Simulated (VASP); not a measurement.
# WC (P-6m2) in VASP: a series of runs, part 2 of 2

VASP 6.6.1.

## (3) Single point, PBEsol

Contents of INCAR:

```
SYSTEM = WC
PREC = Accurate
ENCUT = 520
EDIFF = 1E-7
ISMEAR = 0
SIGMA = 0.15
LREAL = .FALSE.
LASPH = .TRUE.
NELM = 80
ALGO = Normal
ISIF = 2
LWAVE = .FALSE.
LCHARG = .FALSE.
GGA = PS
NBANDS = 16
```

Contents of KPOINTS:

```
Automatic mesh
0
G
  18 18 16
  0 0 0
```

Contents of POSCAR:

```
WC
1.0
    2.9005014360      0.0000000000      0.0000000000
   -1.4502507180      2.5119079273      0.0000000000
    0.0000000000      0.0000000000      2.8290000000
W C
1 1
Direct
    0.0000000000      0.0000000000      0.0000000000
    0.6666666667      0.3333333333      0.5000000000
```

Potentials or basis: VASP PAW PBE potentials, release 64 (W_sv, C).

Launch:

```sh
$ cat potpaw_PBE.64/W_sv/POTCAR potpaw_PBE.64/C/POTCAR > POTCAR
$ mpirun -np 1 vasp_std > vasp.out
```

OUTCAR:

```text
SYSTEM = WC
   PREC = Accurate
   ENCUT = 520
   EDIFF = 1E-7
   ISMEAR = 0
   LREAL = .FALSE.
   LASPH = .TRUE.
   NELM = 80
   ISIF = 2
   GGA = PS

 ion  position               nearest neighbor table
   1  0.000  0.000  0.000-   2 2.19   2 2.19   2 2.19   2 2.19   2 2.19   2 2.19
   2  0.667  0.333  0.500-   1 2.19   1 2.19   1 2.19   1 2.19   1 2.19   1 2.19

  LATTYP: Found a hexagonal cell.
 ALAT       =     2.9005014360
 C/A-ratio  =     0.9753485949

  Lattice vectors:

[... 645 lines left out ...]

  FORCE on cell =-STRESS in cart. coord.  units (eV):
  Direction    XX          YY          ZZ          XY          YZ          ZX
  --------------------------------------------------------------------------------------
  -------------------------------------------------------------------------------------
  Total        0.0549935      0.0549935      0.0980787     -0.0000000      0.0000000      0.0000000
  in kB        4.2747641      4.2747641      7.6238738     -0.0000000      0.0000000      0.0000000
  external PRESSURE =       5.3911340 kB  Pullay stress =       0.0000000 kB

 VOLUME and BASIS-vectors are now :
 -----------------------------------------------------------------------------
  energy-cutoff  :      520.00
  volume of cell :       20.61
      direct lattice vectors                 reciprocal lattice vectors
     2.900501436  0.000000000  0.000000000     0.344767973  0.199051882  0.000000000
    -1.450250718  2.511907927  0.000000000     0.000000000  0.398103764  0.000000000
     0.000000000  0.000000000  2.829000000     0.000000000  0.000000000  0.353481796

 POSITION                                       TOTAL-FORCE (eV/Angst)
 -----------------------------------------------------------------------------------
      0.00000      0.00000      0.00000         0.000000     -0.000000      0.000000
      1.45025      0.83730      1.41450        -0.000000      0.000000      0.000000
 -----------------------------------------------------------------------------------
    total drift:                                0.000000     -0.000000      0.000000

  FREE ENERGIE OF THE ION-ELECTRON SYSTEM (eV)
  ---------------------------------------------------
  free  energy   TOTEN  =       -23.9013778991 eV

  energy  without entropy=      -23.8978463998  energy(sigma->0) =      -23.89961215
```

OSZICAR:

```text
N       E                     dE             d eps       ncg     rms          rms(c)
DAV:   1     0.108133340413E+03    0.10813E+03   -0.94248E+03 10688   0.125E+03
DAV:   2    -0.236855177161E+02   -0.13182E+03   -0.12755E+03 12776   0.337E+02
DAV:   3    -0.267921931645E+02   -0.31067E+01   -0.30970E+01 11672   0.492E+01
DAV:   4    -0.268078821271E+02   -0.15689E-01   -0.15688E-01 14096   0.394E+00
DAV:   5    -0.268079985808E+02   -0.11645E-03   -0.11645E-03 11608   0.319E-01    0.335E+01
DAV:   6    -0.240008462428E+02    0.28072E+01   -0.53032E+00 13032   0.249E+01    0.931E+00
DAV:   7    -0.239350045865E+02    0.65842E-01   -0.36971E-01 11232   0.471E+00    0.637E+00
DAV:   8    -0.239023545931E+02    0.32650E-01   -0.62518E-02 12072   0.203E+00    0.905E-01
DAV:   9    -0.239015332407E+02    0.82135E-03   -0.24948E-03 11640   0.389E-01    0.117E-01
DAV:  10    -0.239013783374E+02    0.15490E-03   -0.26831E-04 13512   0.196E-01    0.452E-02
DAV:  11    -0.239013785573E+02   -0.21988E-06   -0.11678E-05 11688   0.328E-02    0.801E-03
DAV:  12    -0.239013779334E+02    0.62388E-06   -0.19904E-06 12016   0.114E-02    0.831E-04
DAV:  13    -0.239013778991E+02    0.34337E-07   -0.91300E-08  8792   0.254E-03
   1 F= -.23901378E+02 E0= -.23899612E+02  d E =-.353150E-02
```

Run time: 28 s. Hardware: 1 thread of Intel Xeon 6975P-C (Granite Rapids), shared host; peak memory 0.23 GiB.

Results:

* Free energy: -23.9014 eV
* Pressure: 0.5 GPa
* Band gap on the k mesh: zero (band 9 reaches 11.66 eV, above the bottom of band 10 at 10.43 eV)

Stress tensor (GPa, compression positive):
```
0.43 0.00 0.00
0.00 0.43 0.00
0.00 0.00 0.76
```

Levels at points of the mesh, in eV from the Fermi level:
```
           k point  band 5  band 6  band 7  band 8  band 9  band 10  band 11  band 12  band 13  band 14
(0.00, 0.00, 0.00)  -14.48   -4.37   -3.37   -3.37    0.12     3.26     3.26     5.69     5.69     6.45
(0.50, 0.00, 0.00)  -11.09   -7.07   -3.64   -3.62   -0.45     2.35     4.57     4.94     6.91     9.73
(0.00, 0.00, 0.50)  -10.36   -8.72   -2.03   -2.03   -0.61    -0.61     3.73     4.54     4.54    10.01
(0.50, 0.00, 0.50)  -11.30   -6.51   -4.36   -4.20    0.30     4.48     5.38     6.72     9.29    10.21
```

Caveat: the PAW data sets were made with another functional, which shifts forces and pressure a little; spin-orbit coupling is left out, which moves the levels of the heavy elements.
